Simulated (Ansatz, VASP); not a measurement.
**Two plane-wave programs on BeZn5Se6**

```
Be Zn Se
1.0
     6.89039    0.00000    0.00000
    -3.44520    5.96725    0.00000
     0.00000    0.00000    6.53934
Be Zn Se
1 5 6
Direct
  0.00000 0.00000 0.00300
  0.66667 0.33333 0.00511
  0.33333 0.66667 0.00511
  0.00000 0.32505 0.50657
  0.67495 0.67495 0.50657
  0.32505 0.00000 0.50657
  0.66667 0.33333 0.38427
  0.33333 0.66667 0.38427
  0.00000 0.00000 0.35031
  0.00000 0.31013 0.88606
  0.68987 0.68987 0.88606
  0.31013 0.00000 0.88606
```

Alike in both runs: task single point; functional PBE; k mesh 3 × 3 × 4; occupations gaussian, width 0.1 eV; no spin polarisation.

|  | VASP | Ansatz |
| --- | --- | --- |
| version | VASP 6.6.1 | Ansatz 0.2.0 |
| potentials or method | VASP PAW PBE potentials, release 64 (Be, Zn, Se), cutoff 520 eV | scalar-relativistic, plane waves, PAW |
| valence electrons in the cell | 98 | 158 |

|  | VASP | Ansatz | Ansatz less VASP |
| --- | --- | --- | --- |
| gap on the k mesh at the Fermi level (eV) | 1.55 | 1.55 | -0.001 |
| least direct gap on the mesh (eV) | 1.55 | 1.55 | -0.001 |
| pressure (GPa) | 0.2 | 0.0 | -0.17 |
| rms of the force components (eV/Å) | 0.005 | 0.003 | -0.0021 |

Atom by atom the forces differ by 0.003 eV/Å (rms over components). The functional is the same, so the differences come from potentials, cutoffs and numerics. VASP's potentials hold 98 valence electrons a cell and Ansatz's 158, so a difference there can come from the potentials and not from the codes.
